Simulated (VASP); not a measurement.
# Be (I4_1/amd) in VASP: further runs

The runs below take Be through relaxation of cell and atoms, single point, with PBE.

Program: VASP 6.6.1. These are calculated values, not measurements. Logs are shortened: lines on timing, memory, paths and dates and some standing lists are left out, and cuts for length are marked.

### Step 1. The cell of the first run

The structure is tetragonal, space group I4_1/amd (No. 141). Conventional cell: a = 3.899 Å, b = 3.899 Å, c = 2.144 Å, α = 90.00°, β = 90.00°, γ = 90.00°. Be (site symmetry -4m2) has 10 Be at 2.02 to 2.53 Å within 2.7 Å.

### Step 2. Relaxation of cell and atoms, PBE

INCAR reads:

```
PREC = Accurate ; ENCUT = 600
EDIFF = 1E-6 ; ISMEAR = -1
SIGMA = 0.08 ; LREAL = F
LASPH = T ; NELM = 80
ALGO = Normal ; ISIF = 3
LWAVE = F ; LCHARG = F
GGA = PE ; IBRION = 2
NSW = 60 ; EDIFFG = -0.005
```

KPOINTS reads:

```
regular mesh
0
Gamma
  20 20 20
```

POSCAR reads:

```
Be
1.0
   -1.9492775201      1.9492775201      1.0721026360
    1.9492775201     -1.9492775201      1.0721026360
    1.9492775201      1.9492775201     -1.0721026360
Be
2
Direct
   -0.3750000000     -0.1250000000     -0.2500000000
    0.3750000000      0.1250000000      0.2500000000
```

Potentials or basis: VASP PAW PBE potentials, release 64 (Be).

Run with:

```bash
> cat potpaw_PBE.64/Be/POTCAR > POTCAR
> mpirun -np 1 vasp_std > vasp.out
```

OUTCAR:

```text
PREC = Accurate
   ENCUT = 600
   EDIFF = 1E-6
   ISMEAR = -1
   LREAL = F
   LASPH = T
   NELM = 80
   ISIF = 3
   GGA = PE
   IBRION = 2
   NSW = 60
   EDIFFG = -0.005

 ion  position               nearest neighbor table
   1  0.625  0.875  0.750-   2 2.02   2 2.02   2 2.02   2 2.02
   2  0.375  0.125  0.250-   1 2.02   1 2.02   1 2.02   1 2.02

  LATTYP: Found a body centered tetragonal cell.
 ALAT       =     3.8985550402
 C/A-ratio  =     0.5500000000

  Lattice vectors:

 A1 = (  -1.9492775201,   1.9492775201,   1.0721026360)
 A2 = (   1.9492775201,  -1.9492775201,   1.0721026360)
 A3 = (   1.9492775201,   1.9492775201,  -1.0721026360)

Analysis of symmetry for initial positions (statically):
=====================================================================
 Subroutine PRICEL returns:
 Original cell was already a primitive cell.

 Routine SETGRP: Setting up the symmetry group for a
 body centered tetragonal supercell.

 Subroutine GETGRP returns: Found 16 space group operations
 (whereof  4 operations were pure point group operations)
 out of a pool of 16 trial point group operations.

The static configuration has the point symmetry C_2h.
 The point group associated with its full space group is D_4h.

Analysis of symmetry for dynamics (positions and initial velocities):
=====================================================================
 Subroutine PRICEL returns:
 Original cell was already a primitive cell.

 Routine SETGRP: Setting up the symmetry group for a
 body centered tetragonal supercell.

 Subroutine GETGRP returns: Found 16 space group operations
 (whereof  4 operations were pure point group operations)
 out of a pool of 16 trial point group operations.

The dynamic configuration has the point symmetry C_2h.
 The point group associated with its full space group is D_4h.

 Subroutine INISYM returns: Found 16 space group operations
 (whereof  4 operations are pure point group operations),
 and found     1 'primitive' translations

----------------------------------------------------------------------------------------

                                     Primitive cell

  volume of cell :      16.2946

  direct lattice vectors                    reciprocal lattice vectors
    -1.949277520  1.949277520  1.072102636     0.000000000  0.256505292  0.466373259
     1.949277520 -1.949277520  1.072102636     0.256505292  0.000000000  0.466373259
     1.949277520  1.949277520 -1.072102636     0.256505292  0.256505292  0.000000000

  length of vectors
     2.957831936  2.957831936  2.957831936     0.532258378  0.532258378  0.362753263

  position of ions in fractional coordinates (direct lattice)
     0.625000000  0.875000000  0.750000000
     0.375000000  0.125000000  0.250000000

  ion indices of the primitive-cell ions
   primitive index   ion index
                 1           1
                 2           2

----------------------------------------------------------------------------------------

 KPOINTS: regular mesh

Automatic generation of k-mesh.
 Grid dimensions read from file:
 generate k-points for:   20   20   20

 Generating k-lattice:

  Cartesian coordinates                     Fractional coordinates (reciprocal lattice)
     0.000000000  0.012825265  0.023318663     0.050000000  0.000000000  0.000000000
     0.012825265  0.000000000  0.023318663     0.000000000  0.050000000  0.000000000
     0.012825265  0.012825265  0.000000000     0.000000000  0.000000000  0.050000000

  Length of vectors
     0.026612919  0.026612919  0.018137663

  Shift w.r.t. Gamma in fractional coordinates (k-lattice)
     0.000000000  0.000000000  0.000000000

 Subroutine IBZKPT returns following result:
 ===========================================

 Found    641 irreducible k-points:

 Following reciprocal coordinates:
            Coordinates               Weight
  0.000000  0.000000  0.000000      1.000000
  0.050000  0.000000 -0.000000      8.000000
  0.100000 -0.000000  0.000000      8.000000
  0.150000  0.000000 -0.000000      8.000000
  0.200000 -0.000000  0.000000      8.000000
  0.250000  0.000000 -0.000000      8.000000
[... 16 lines left out ...]
 -0.400000  0.050000  0.000000     16.000000
 -0.350000  0.050000  0.000000     16.000000
 [... further k-points ...]
   k-points           NKPTS =    641   k-points in BZ     NKDIM =    641   number of bands    NBANDS=      6
   number of dos      NEDOS =    301   number of ions     NIONS =      2
   total plane-waves  NPLWV =  13824
   dimension x,y,z NGX =    24 NGY =   24 NGZ =   24
   dimension x,y,z NGXF=    48 NGYF=   48 NGZF=   48
   ions per type =               2
   NGX,Y,Z   is equivalent  to a cutoff of  13.49, 13.49, 13.49 a.u.
   NGXF,Y,Z  is equivalent  to a cutoff of  26.98, 26.98, 26.98 a.u.
 SYSTEM =  unknown system
   PREC   = accura    normal or accurate (medium, high low for compatibility)
   ISTART =      0    job   : 0-new  1-cont  2-samecut
   ICHARG =      2    charge: 1-file 2-atom 10-const
   ISPIN  =      1    spin polarized calculation?
   LNONCOLLINEAR =      F non collinear calculations
   LSORBIT =      F    spin-orbit coupling
   LASPH  =      T    aspherical Exc in radial PAW
   ENCUT  =  600.0 eV  44.10 Ry    6.64 a.u.   5.91  5.91  5.91*2*pi/ulx,y,z
   NELM   =     80;   NELMIN=  2; NELMDL= -5     # of ELM steps
   EDIFF  = 0.1E-05   stopping-criterion for ELM
   LREAL  =      F    real-space projection
   EDIFFG = -.5E-02   stopping-criterion for IOM
   NSW    =     60    number of steps for IOM
   IBRION =      2    ionic relax: 0-MD 1-quasi-New 2-CG
   NFREE  =      1    steps in history (QN), initial steepest desc. (CG)
   ISIF   =      3    stress and relaxation
   ISYM   =      2    0-nonsym 1-usesym 2-fastsym
   POTIM  = 0.5000    time-step for ionic-motion
   TEBEG  =    0.0;   TEEND  =   0.0 temperature during run
   PSTRESS=    0.0 pullay stress
   NELECT =       4.0000    total number of electrons
   NUPDOWN=      -1.0000    fix difference up-down
   EMIN   =  10.00;   EMAX   =-10.00  energy-range for DOS
   EFERMI =   0.00;   METHOD = LEGACY
   ISMEAR =    -1;   SIGMA  =   0.08  broadening in eV -4-tet -1-fermi 0-gaus
   EFERMI_NEDOS =   21; number of points for ismear=-14 and -15
   IALGO  =     38    algorithm
   IMIX   =      4    mixing-type and parameters
     AMIX     =   0.40;   BMIX     =  1.00
     AMIX_MAG =   1.60;   BMIX_MAG =  1.00
  volume/ion in A,a.u.               =       8.15        54.98
  Fermi-wavevector in a.u.,A,eV,Ry     =   1.025054  1.937072 14.296139  1.050737
  Thomas-Fermi vector in A             =   2.158874
   LORBIT       =      0    0 simple, 1 ext, 2 COOP (PROOUT), +10 PAW based schemes
   GGA     = PE    functional components
   LHFCALC =     F    Hartree Fock is set to
   AEXX    =    0.0000 exact exchange contribution
   IVDW    =     0    specifies the selected vdW correction
   LEPSILON=     F    determine dielectric tensor
   LRPA    =     F    only Hartree local field effects (RPA)
 conjugate gradient relaxation of ions
 non-spin polarized calculation
  energy-cutoff  :      600.00
  volume of cell :       16.29
 maximum number of plane-waves:       560
   NGX = 11   NGY = 11   NGZ = 11

--------------------------------------- Ionic step        1  -------------------------------------------

 number of electron       4.0000000 magnetization

 Free energy of the ion-electron system (eV)
  ---------------------------------------------------
  ext. energy  EPLUGINS =         0.00000000
  ---------------------------------------------------
  free energy    TOTEN  =        -5.92423912 eV

  energy without entropy =       -5.91325530  energy(sigma->0) =       -5.91874721

------------------------ aborting loop because EDIFF is reached ----------------------------------------

  FORCE on cell =-STRESS in cart. coord.  units (eV):
  Direction    XX          YY          ZZ          XY          YZ          ZX
  --------------------------------------------------------------------------------------
  -------------------------------------------------------------------------------------
  Total        2.1228898      2.1228898     -0.1090532     -0.0000000     -0.0000000      0.0000000
  in kB      208.7345478    208.7345478    -10.7227326     -0.0000000     -0.0000000      0.0000000
  external PRESSURE =     135.5821210 kB  Pullay stress =       0.0000000 kB
[... 57 lines left out ...]
  energy  without entropy=       -6.0561164539  energy(sigma->0) =       -6.06170032

--------------------------------------- Ionic step        3  -------------------------------------------

 number of electron       4.0000000 magnetization

 E-fermi :   5.3088     XC(G=0):  -9.9455

 val. band max:        5.2978806353   @ k =  -0.1000  -0.4000   0.1000
 cond. band min:       5.3126959330   @ k =  -0.1500   0.5000   0.1500
 fundamental gap:      0.0148152977
 Fermi energy:         5.3088065292

 k-point     1 :       0.0000    0.0000    0.0000
  band No.  band energies     occupation
      1      -4.7787      2.00000
      2       6.0628      0.00016
      3       6.0628      0.00016
      4      12.0302      0.00000
      5      12.9016      0.00000
      6      19.1871      0.00000

 k-point     2 :       0.0500    0.0000   -0.0000
  band No.  band energies     occupation
      1      -4.6997      2.00000
      2       6.0466      0.00020
      3       6.1091      0.00009
      4      12.2436      0.00000
      5      12.8636      0.00000
      6      18.9782      0.00000
[... 339 lines left out ...]
  energy  without entropy=       -6.0793371619  energy(sigma->0) =       -6.08535893

--------------------------------------- Ionic step        7  -------------------------------------------

 number of electron       4.0000000 magnetization

 Free energy of the ion-electron system (eV)
  ---------------------------------------------------
  ext. energy  EPLUGINS =         0.00000000
  ---------------------------------------------------
  free energy    TOTEN  =        -6.09139089 eV

  energy without entropy =       -6.07936919  energy(sigma->0) =       -6.08538004

 E-fermi :   5.5362     XC(G=0): -10.0367

 val. band max:        5.5332310365   @ k =  -0.1500   0.5000   0.1500
 cond. band min:       5.5450867365   @ k =   0.5000   0.1000  -0.0000
 fundamental gap:      0.0118557000
 Fermi energy:         5.5362250453

 k-point     1 :       0.0000    0.0000    0.0000
  band No.  band energies     occupation
      1      -4.7198      2.00000
      2       6.2812      0.00018
      3       6.2812      0.00018
      4      12.3027      0.00000
      5      13.3992      0.00000
      6      19.7049      0.00000

 k-point     2 :       0.0500    0.0000   -0.0000
  band No.  band energies     occupation
      1      -4.6397      2.00000
      2       6.2638      0.00022
      3       6.3301      0.00010
      4      12.5215      0.00000
      5      13.3523      0.00000
      6      19.4898      0.00000
[... 227 lines left out ...]
  FREE ENERGIE OF THE ION-ELECTRON SYSTEM (eV)
  ---------------------------------------------------
  free  energy   TOTEN  =        -6.0913908918 eV

  energy  without entropy=       -6.0793691851  energy(sigma->0) =       -6.08538004

 reached required accuracy - stopping structural energy minimisation
```

Run time: 1.9 min. Hardware: 1 thread of AMD EPYC 9R45 (Zen 5), shared host; peak memory 0.16 GiB.

Results:

* Free energy: -6.0914 eV
* Relaxed volume: 9.40 Å³/atom
* Relaxed cell: a = 3.165 Å, b = 3.165 Å, c = 3.165 Å, α = 96.40°, β = 96.40°, γ = 141.00°
* Space group after relaxing (to 0.1 Å): I4_1/amd (No. 141)
* Energy gained by relaxing: 83.6 meV/atom
* Ionic steps: 7
* Pressure after relaxing: 0.0 GPa
* Band gap on the k mesh: zero (bands 2 and 3 overlap by 5.50 eV)

Step by step:
| step | energy change (eV) | largest force (eV/Å) | pressure (GPa) | volume (Å³) |
| --- | --- | --- | --- | --- |
| 1 | 0.0000 | 0.0000 | 13.56 | 16.29 |
| 2 | -0.1430 | 0.0000 | 3.25 | 17.96 |
| 3 | -0.1629 | 0.0000 | -2.42 | 19.36 |
| 4 | -0.1649 | 0.0000 | -1.27 | 19.03 |
| 5 | -0.1649 | 0.0000 | -1.06 | 18.97 |
| 6 | -0.1671 | 0.0000 | 0.11 | 18.79 |
| 7 | -0.1672 | 0.0000 | 0.03 | 18.80 |

Final structure:
```cif
data_structure
_symmetry_space_group_name_H-M 'P 1'
_symmetry_Int_Tables_number 1
_cell_length_a 3.1645
_cell_length_b 3.1645
_cell_length_c 3.1645
_cell_angle_alpha 96.398
_cell_angle_beta 96.398
_cell_angle_gamma 140.999
_cell_volume 18.80
loop_
_atom_site_label
_atom_site_type_symbol
_atom_site_fract_x
_atom_site_fract_y
_atom_site_fract_z
_atom_site_occupancy
Be1 Be 0.62500 0.87500 0.75000 1
Be2 Be 0.37500 0.12500 0.25000 1
```

Caveat: the volume moved by over 15 % at a fixed basis, so the end points are rough.

### Step 3. Single point, PBE (3.76 Å³/atom)

This run uses another cell than the first one, of 3.76 Å³/atom.

INCAR reads:

```
SYSTEM = Be
ALGO     = Normal         ! electronic algorithm
EDIFF    = 1E-6           ! SCF threshold, eV
ENCUT    = 520            ! plane-wave cutoff, eV
GGA      = PE             ! functional
ISIF     = 2              ! what is computed and relaxed
ISMEAR   = -1             ! smearing method
LASPH    = .True.         ! aspherical terms in the spheres
LCHARG   = .False.        ! write CHGCAR
LREAL    = .False.        ! projectors in reciprocal space
LWAVE    = .False.        ! write WAVECAR
NBANDS   = 9              ! bands
NELM     = 100            ! most SCF steps
PREC     = Accurate       ! precision mode
SIGMA    = 0.08           ! smearing width, eV
```

KPOINTS reads:

```
k-points
0
Gamma
  20 20 20
  0 0 0
```

POSCAR reads:

```
Be
1.0
   -1.5061608674      1.5061608674      0.8282014875
    1.5061608674     -1.5061608674      0.8282014875
    1.5061608674      1.5061608674     -0.8282014875
Be
2
Direct
   -0.3750000000     -0.1250000000     -0.2500000000
    0.3750000000      0.1250000000      0.2500000000
```

Potentials or basis: VASP PAW PBE potentials, release 64 (Be).

Run with:

```bash
> cat potpaw_PBE.64/Be/POTCAR > POTCAR
> mpirun -np 1 vasp_std > vasp.out
```

OUTCAR:

```text
SYSTEM = Be
   EDIFF = 1E-6
   ENCUT = 520
   GGA = PE
   ISIF = 2
   ISMEAR = -1
   LASPH = .True.
   LREAL = .False.
   NELM = 100
   PREC = Accurate

 ion  position               nearest neighbor table
   1  0.625  0.875  0.750-   2 1.56   2 1.56   2 1.56   2 1.56   2 1.95   2 1.95   2 1.95   2 1.95

   2  0.375  0.125  0.250-   1 1.56   1 1.56   1 1.56   1 1.56   1 1.95   1 1.95   1 1.95   1 1.95

  LATTYP: Found a body centered tetragonal cell.
 ALAT       =     3.0123217348
 C/A-ratio  =     0.5498758502

  Lattice vectors:

 A1 = (  -1.5061608674,   1.5061608674,   0.8282014875)
 A2 = (   1.5061608674,  -1.5061608674,   0.8282014875)
 A3 = (   1.5061608674,   1.5061608674,  -0.8282014875)

Analysis of symmetry for initial positions (statically):
=====================================================================
 Subroutine PRICEL returns:
 Original cell was already a primitive cell.

 Routine SETGRP: Setting up the symmetry group for a
 body centered tetragonal supercell.

 Subroutine GETGRP returns: Found 16 space group operations
 (whereof  4 operations were pure point group operations)
 out of a pool of 16 trial point group operations.
[... 173 lines left out ...]
  band No.  band energies     occupation
      1      -0.1988      2.00000
      2      17.6973      0.00000
      3      17.6973      0.00000
      4      25.8952      0.00000
      5      37.7461      0.00000
      6      45.6138      0.00000
      7      45.6138      0.00000
      8      46.9485      0.00000
      9      47.1881      0.00000
[... 265 lines left out ...]
 k-point    24 :      -0.3500    0.0500    0.0000
  band No.  band energies     occupation
      1       3.2503      2.00000
      2      15.8759      1.99984
      3      19.4987      0.00000
      4      24.5896      0.00000
      5      31.3177      0.00000
      6      33.8323      0.00000
      7      38.8173      0.00000
      8      41.9054      0.00000
      9      47.3708      0.00000

 [... further k-points ...]

------------------------ aborting loop because EDIFF is reached ----------------------------------------

  FORCE on cell =-STRESS in cart. coord.  units (eV):
  Direction    XX          YY          ZZ          XY          YZ          ZX
  --------------------------------------------------------------------------------------
  -------------------------------------------------------------------------------------
  Total       16.0316021     16.0316021     15.9998783      0.0000000      0.0000000      0.0000000
  in kB     3417.8168921   3417.8168921   3411.0536123      0.0000000      0.0000000      0.0000000
  external PRESSURE =    3415.5624655 kB  Pullay stress =       0.0000000 kB

 VOLUME and BASIS-vectors are now :
 -----------------------------------------------------------------------------
  energy-cutoff  :      520.00
  volume of cell :        7.52
      direct lattice vectors                 reciprocal lattice vectors
    -1.506160867  1.506160867  0.828201487     0.000000000  0.331969852  0.603717824
     1.506160867 -1.506160867  0.828201487     0.331969852  0.000000000  0.603717824
     1.506160867  1.506160867 -0.828201487     0.331969852  0.331969852  0.000000000

 POSITION                                       TOTAL-FORCE (eV/Angst)
 -----------------------------------------------------------------------------------
      1.50616      0.75308      0.62115         0.000000      0.000000      0.000000
      0.00000      0.75308      0.20705        -0.000000     -0.000000     -0.000000
 -----------------------------------------------------------------------------------
    total drift:                               -0.000000     -0.000000     -0.000000

  FREE ENERGIE OF THE ION-ELECTRON SYSTEM (eV)
  ---------------------------------------------------
  free  energy   TOTEN  =        -0.0289012557 eV

  energy  without entropy=       -0.0255522404  energy(sigma->0) =       -0.02722675
```

stdout:

```text
POSCAR found type information on POSCAR Be
 POSCAR found :  1 types and       2 ions
 scaLAPACK will be used
 LDA part: xc-table for (Slater+PW92), standard interpolation
 POSCAR, INCAR and KPOINTS ok, starting setup
 FFT: planning ... GRIDC
 FFT: planning ... GRID_SOFT
 FFT: planning ... GRID
 WAVECAR not read
 entering main loop
```

It took 16 s on 1 thread of AMD EPYC 9R45 (Zen 5), shared host; peak memory 0.12 GiB.

What came out:

* Free energy: -0.0289 eV
* Pressure: 341.6 GPa
* Band gap on the k mesh: zero (bands 2 and 3 overlap by 10.45 eV)

Caveat: the cell stands under pressure.

(Continued in part 2 of 2.)

The gap in the log of VASP goes by the Fermi energy; the results here count the filled bands.